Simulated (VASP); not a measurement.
Runs of VASP 6.6.1 on Ga. The structure is that of space group Im-3m (No. 229), or close to it. The cells are those of the table. 

```csv
level,cell,k mesh,gap on the mesh (eV),pressure (GPa)
PBE,"a = 2.942 Å, angles 109.5°, 1 atom",8 × 8 × 8,none,-0.7
r2SCAN,"a = 2.863 Å, angles 109.5°, 1 atom",18 × 18 × 18,none,0.3
r2SCAN,"a = 2.865 Å, angles 109.5°, 1 atom",18 × 18 × 18,none,(b)
PBE,"a = 2.924 Å, angles 109.5°, 1 atom",8 × 8 × 8,none,0.1
r2SCAN,"a = 2.924 Å, angles 109.5°, 1 atom",18 × 18 × 18,none,-2.9
r2SCAN,"a = 2.905 Å, angles 109.5°, 1 atom",18 × 18 × 18,none,-2.1
PBE,"a = 2.937 Å, angles 109.5°, 1 atom",8 × 8 × 8,none,(a)
```

Alike in all rows: task single point; potentials or basis VASP PAW PBE potentials, release 64 (Ga_d); no spin polarisation; cutoff (eV) 520; smearing gaussian 0.05 eV.

Question: Fill in the values left out.

Answer: (a) -0.5; (b) 0.2.

Caveats: the PAW data sets were made with another functional, which shifts forces and pressure a little (some runs).

A k mesh can miss the band edges, and the runs leave out spin-orbit coupling on Ga.

A gap of «none» marks levels without a gap at the run's occupations.
